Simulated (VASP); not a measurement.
Write the native input for VASP 6.6.1 that does the following.

```yaml
Task: single point
Functional: PBE
Potentials_or_basis: VASP PAW PBE potentials, release 64 (Ti_sv, H)
Cutoff: 520 eV
k_mesh: 6 × 6 × 1
Occupations: gaussian, width 0.1 eV
Spin: no spin polarisation
Dipole_correction: yes
Further_INCAR_settings: ALGO = Normal; EDIFF = 1e-07; NBANDS = 46
```

The structure of Ti6H lies in POSCAR:

```
Ti6H
1.0
    4.6037402192      0.0000000000      0.0000000000
   -2.3018701096      3.9869559822      0.0000000000
    0.0000000000      0.0000000000     19.9968207719
Ti H
6 1
Direct
    0.6666666667      0.3333333333      0.2000317973
    0.3333333333      0.6666666667      0.2470259945
    0.0000000000      0.0000000000      0.2940201916
    0.6666666667      0.3333333333      0.3353091140
    0.3333333333      0.6666666667      0.3717707007
    0.0000000000      0.0000000000      0.4249085827
    0.2222222222      0.8888888889      0.4773003788
```

The input as run:

INCAR

```
  PREC = Accurate
  ENCUT = 520
  EDIFF = 1E-7
  ISMEAR = 0
  SIGMA = 0.1
  LREAL = F
  LASPH = T
  NELM = 80
  ALGO = Normal
  ISIF = 2
  LWAVE = F
  LCHARG = F
  LDIPOL = T
  IDIPOL = 3
  DIPOL = 0.5 0.5 0.336
  GGA = PE
  NBANDS = 46
```

KPOINTS

```
Automatic mesh
0
Gamma
  6 6 1
```

Potentials or basis: VASP PAW PBE potentials, release 64 (Ti_sv, H).

Run with:

```sh
$ cat potpaw_PBE.64/Ti_sv/POTCAR potpaw_PBE.64/H/POTCAR > POTCAR
$ mpirun -np 1 vasp_std > vasp.out
```

It gave:

```json
{"Largest force": "1.499 eV/Å", "Band gap on the k mesh": "zero (an odd number of electrons rules out a gap without spin polarisation)"}
```

Run time: 7.4 min on 1 thread of Intel(R) Xeon(R) 6975P-C (Granite Rapids) (shared host), peak memory 0.57 GiB.
